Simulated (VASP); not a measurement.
Write the native input for VASP 6.6.1 that does the following.

```
Task                   : relaxation of shape and atoms at fixed volume
Functional             : PBEsol
Potentials or basis    : VASP PAW PBE potentials, release 64 (Ru_pv)
Cutoff                 : 600 eV
k mesh                 : 18 × 18 × 10
Occupations            : gaussian, width 0.1 eV
Spin                   : no spin polarisation
Dipole correction      : no
Further INCAR settings : ALGO = Fast; EDIFF = 1e-07; IBRION = 2; EDIFFG = -0.01; NSW = 50; ISIF = 4
```

The structure of Ru lies in POSCAR:

```
Ru
1.0
    2.7435164839      0.0000000000      0.0000000000
   -1.3717582420      2.3759549708      0.0000000000
    0.0000000000      0.0000000000      4.3313845947
Ru
2
Direct
    0.3333333333      0.6666666667      0.2500000000
    0.6666666667      0.3333333333      0.7500000000
```

One way to write it, as run:

INCAR

```
PREC = Accurate
ENCUT = 600
EDIFF = 1E-7
ISMEAR = 0
SIGMA = 0.1
LREAL = F
LASPH = T
NELM = 100
ALGO = Fast
ISIF = 4
LWAVE = F
LCHARG = F
GGA = PS
IBRION = 2
NSW = 50
EDIFFG = -0.01
```

KPOINTS

```
regular mesh
0
Gamma
  18 18 10
```

Potentials or basis: VASP PAW PBE potentials, release 64 (Ru_pv).

Run with:

```console
$ cat potpaw_PBE.64/Ru_pv/POTCAR > POTCAR
$ mpirun -np 1 vasp_std > vasp.out
```

Results of the run:

- Energy gained by relaxing: 0.0 meV/atom
- Ionic steps: 3
- Pressure after relaxing: -17.7 GPa
- Band gap on the k mesh: zero (bands 14 and 15 overlap by 2.95 eV)

Caveat: the PAW data sets were made with another functional, which shifts forces and pressure a little.

Run time: 120 s on 1 thread of AMD EPYC 9R45 (Zen 5), with other jobs on the host, peak memory 0.21 GiB.
